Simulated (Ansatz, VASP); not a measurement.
# MgZn2Te3: VASP beside Ansatz

```
Mg Zn Te
1.0
     4.43952    0.00000    0.00000
    -2.21976    3.84474    0.00000
     0.00000    0.00000   10.94055
Mg Zn Te
1 2 3
Direct
  0.33333 0.66667 0.33462
  0.00000 0.00000 0.99460
  0.66667 0.33333 0.67213
  0.00000 0.00000 0.23947
  0.66667 0.33333 0.91655
  0.33333 0.66667 0.59263
```

Alike in both runs: task single point; functional PBE; k mesh 6 × 6 × 2; occupations gaussian, width 0.1 eV; no spin polarisation.

|  | VASP | Ansatz |
| --- | --- | --- |
| version | VASP 6.6.1 | Ansatz 0.2.0 |
| potentials or method | VASP PAW PBE potentials, release 64 (Mg, Zn, Te), cutoff 520 eV | scalar-relativistic, plane waves, PAW |
| valence electrons in the cell | 44 | 82 |

|  | VASP | Ansatz | Ansatz less VASP |
| --- | --- | --- | --- |
| gap on the k mesh at the Fermi level (eV) | 1.22 | 1.22 | +0.003 |
| least direct gap on the mesh (eV) | 1.22 | 1.22 | +0.003 |
| pressure (GPa) | 0.0 | 0.0 | -0.04 |
| rms of the force components (eV/Å) | 0.004 | 0.000 | -0.0031 |

Atom by atom the forces differ by 0.003 eV/Å (rms over components). The functional is the same, so the differences come from potentials, cutoffs and numerics. VASP's potentials hold 44 valence electrons a cell and Ansatz's 82, so a difference there can come from the potentials and not from the codes.

Spin-orbit coupling is off throughout.
